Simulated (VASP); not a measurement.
# MnHg (Pm-3m) in VASP: notebook, part 3 of 3

VASP 6.6.1. The steps go on from the part before.

## 7. Single point, PBE, collinear spin, ferromagnetic start (21.49 Å³/atom)

Input file INCAR:

```
PREC = Accurate
ENCUT = 520
EDIFF = 1E-6
ISMEAR = -1
SIGMA = 0.1
LREAL = False
LASPH = True
NELM = 150
ALGO = Normal
ISIF = 2
LWAVE = False
LCHARG = True
ISPIN = 2
MAGMOM = 4 0
LORBIT = 11
LMAXMIX = 4
GGA = PE
LELF = True
LVHAR = True
NBANDS = 24
```

Input file KPOINTS:

```
Automatic mesh
0
Gamma
  10 10 10
```

Input file POSCAR:

```
MnHg
1.0
    3.5030327844      0.0000000000      0.0000000000
    0.0000000000      3.5030327844      0.0000000000
    0.0000000000      0.0000000000      3.5030327844
Mn Hg
1 1
Direct
    0.5000000000      0.5000000000      0.5000000000
    0.0000000000      0.0000000000      0.0000000000
```

Potentials or basis: VASP PAW PBE potentials, release 64 (Mn_pv, Hg).

Run with:

```console
$ cat potpaw_PBE.64/Mn_pv/POTCAR potpaw_PBE.64/Hg/POTCAR > POTCAR
$ mpirun -np 1 vasp_std > vasp.out
```

OUTCAR:

```text
PREC = Accurate
   ENCUT = 520
   EDIFF = 1E-6
   ISMEAR = -1
   LREAL = False
   LASPH = True
   NELM = 150
   ISIF = 2
   ISPIN = 2
   LORBIT = 11
   GGA = PE

 ion  position               nearest neighbor table
   1  0.500  0.500  0.500-   2 3.03   2 3.03   2 3.03   2 3.03   2 3.03   2 3.03   2 3.03   2 3.03

   2  0.000  0.000  0.000-   1 3.03   1 3.03   1 3.03   1 3.03   1 3.03   1 3.03   1 3.03   1 3.03

  LATTYP: Found a simple cubic cell.
 ALAT       =     3.5030327844

  Lattice vectors:

[... 1511 lines left out ...]
  external PRESSURE =     -75.8704171 kB  Pullay stress =       0.0000000 kB

 VOLUME and BASIS-vectors are now :
 -----------------------------------------------------------------------------
  energy-cutoff  :      520.00
  volume of cell :       42.99
      direct lattice vectors                 reciprocal lattice vectors
     3.503032784  0.000000000  0.000000000     0.285466926  0.000000000  0.000000000
     0.000000000  3.503032784  0.000000000     0.000000000  0.285466926  0.000000000
     0.000000000  0.000000000  3.503032784     0.000000000  0.000000000  0.285466926

 POSITION                                       TOTAL-FORCE (eV/Angst)
 -----------------------------------------------------------------------------------
      1.75152      1.75152      1.75152         0.000000      0.000000      0.000000
      0.00000      0.00000      0.00000         0.000000      0.000000      0.000000
 -----------------------------------------------------------------------------------
    total drift:                                0.000000      0.000000      0.000000

  FREE ENERGIE OF THE ION-ELECTRON SYSTEM (eV)
  ---------------------------------------------------
  free  energy   TOTEN  =        -8.3504594619 eV

  energy  without entropy=       -8.3083745249  energy(sigma->0) =       -8.32941699

 total charge

# of ion       s       p       d       tot
------------------------------------------
    1        0.238   6.123   4.923  11.284
    2        0.828   0.395   9.257  10.480
--------------------------------------------------
tot          1.065   6.518  14.180  21.764

 magnetization (x)

# of ion       s       p       d       tot
------------------------------------------
    1        0.035   0.014   4.002   4.051
    2       -0.016  -0.053   0.037  -0.032
--------------------------------------------------
tot          0.020  -0.038   4.039   4.020
```

OSZICAR:

```text
N       E                     dE             d eps       ncg     rms          rms(c)
DAV:   1     0.229526557680E+03    0.22953E+03   -0.13605E+04  5416   0.112E+03
DAV:   2    -0.150752921351E+01   -0.23103E+03   -0.21956E+03  5664   0.331E+02
DAV:   3    -0.875712592815E+01   -0.72496E+01   -0.72281E+01  6312   0.666E+01
DAV:   4    -0.881315569878E+01   -0.56030E-01   -0.56027E-01  6120   0.547E+00
DAV:   5    -0.881413742141E+01   -0.98172E-03   -0.98169E-03  6632   0.653E-01    0.811E+00
DAV:   6    -0.859140339191E+01    0.22273E+00   -0.84260E+00  6024   0.199E+01    0.824E+00
DAV:   7    -0.835482905917E+01    0.23657E+00   -0.22111E+00  6160   0.121E+01    0.406E+00
DAV:   8    -0.835291171468E+01    0.19173E-02   -0.49102E-02  5928   0.158E+00    0.231E+00
DAV:   9    -0.834996684164E+01    0.29449E-02   -0.17717E-02  6120   0.852E-01    0.801E-01
DAV:  10    -0.835034504483E+01   -0.37820E-03   -0.38702E-03  5904   0.489E-01    0.116E-01
DAV:  11    -0.835043438801E+01   -0.89343E-04   -0.25742E-04  6144   0.111E-01    0.388E-02
DAV:  12    -0.835045268477E+01   -0.18297E-04   -0.40852E-05  6136   0.422E-02    0.278E-02
DAV:  13    -0.835045965552E+01   -0.69707E-05   -0.74394E-06  6192   0.191E-02    0.980E-03
DAV:  14    -0.835045946194E+01    0.19358E-06   -0.10469E-06  3664   0.842E-03
   1 F= -.83504595E+01 E0= -.83294170E+01  d E =-.420849E-01  mag=     4.1903
```

Wall time 82 s (1 thread of Intel Xeon Platinum 8488C (Sapphire Rapids), shared host); peak memory 0.23 GiB.

What came out:

```
Free energy                                           : -8.3505 eV
Pressure                                              : -7.6 GPa
Net moment                                            : 4.19 μB per cell
Site moments                                          : Mn +4.05; Hg -0.03 μB
Valence electrons inside the program's atomic spheres : Mn 11.28; Hg 10.48
```

Levels at points of the mesh, in eV from the Fermi level:
Spin up:
| k point | band 11 | band 12 | band 13 | band 14 | band 15 | band 16 | band 17 | band 18 | band 19 | band 20 |
| --- | --- | --- | --- | --- | --- | --- | --- | --- | --- | --- |
| (0.00, 0.00, 0.00) | -3.10 | -2.44 | -2.44 | -2.44 | 4.36 | 4.36 | 4.36 | 6.45 | 9.82 | 9.82 |
| (0.50, 0.00, 0.00) | -3.31 | -2.91 | -2.91 | -2.57 | -1.99 | 8.76 | 8.76 | 8.88 | 9.56 | 9.56 |
| (0.50, 0.50, 0.00) | -2.48 | -2.48 | -2.41 | -1.32 | -1.32 | -0.25 | 1.80 | 10.46 | 10.48 | 10.88 |
| (0.50, 0.50, 0.50) | -3.56 | -2.40 | -2.40 | -0.28 | 3.34 | 3.51 | 3.51 | 3.51 | 4.03 | 4.03 |
Spin down:
| k point | band 8 | band 9 | band 10 | band 11 | band 12 | band 13 |
| --- | --- | --- | --- | --- | --- | --- |
| (0.00, 0.00, 0.00) | -6.76 | -6.76 | 0.41 | 0.41 | 1.34 | 1.34 |
| (0.50, 0.00, 0.00) | -6.70 | -4.87 | -3.83 | 0.23 | 0.54 | 0.54 |
| (0.50, 0.50, 0.00) | -6.37 | -3.39 | -1.09 | -1.09 | 0.45 | 1.16 |
| (0.50, 0.50, 0.50) | -6.35 | -1.11 | -1.11 | -1.11 | -0.39 | 1.72 |

Caveat: the cell stands under tension; spin-orbit coupling is left out, which moves the levels of the heavy elements.

## 8. Summary

| spin | cell | gap on the mesh (eV) | pressure (GPa) | moment (μB) |
| --- | --- | --- | --- | --- |
| off | a = 3.503 Å, 2 atoms | none | -18.9 | - |
| collinear, ferromagnetic start | a = 2.971 Å, 2 atoms | none | 58.3 | 2.73 |
| collinear, ferromagnetic start | a = 3.369 Å, 2 atoms | none | -2.6 | 3.99 |
| collinear, ferromagnetic start | a = 3.422 Å, 2 atoms | none | -5.0 | 4.09 |
| collinear, ferromagnetic start | a = 3.503 Å, 2 atoms | none | -7.6 | 4.19 |

Alike in all rows: task single point; level PBE; potentials or basis VASP PAW PBE potentials, release 64 (Mn_pv, Hg); k mesh 10 × 10 × 10; cutoff (eV) 520; smearing fermi-dirac 0.1 eV.

Caveats: spin-orbit coupling is left out, which moves the levels of the heavy elements; the cell stands under tension (at least some runs); the cell stands under pressure (at least some runs).

Absolute energies hang on the potentials; compare differences alone.
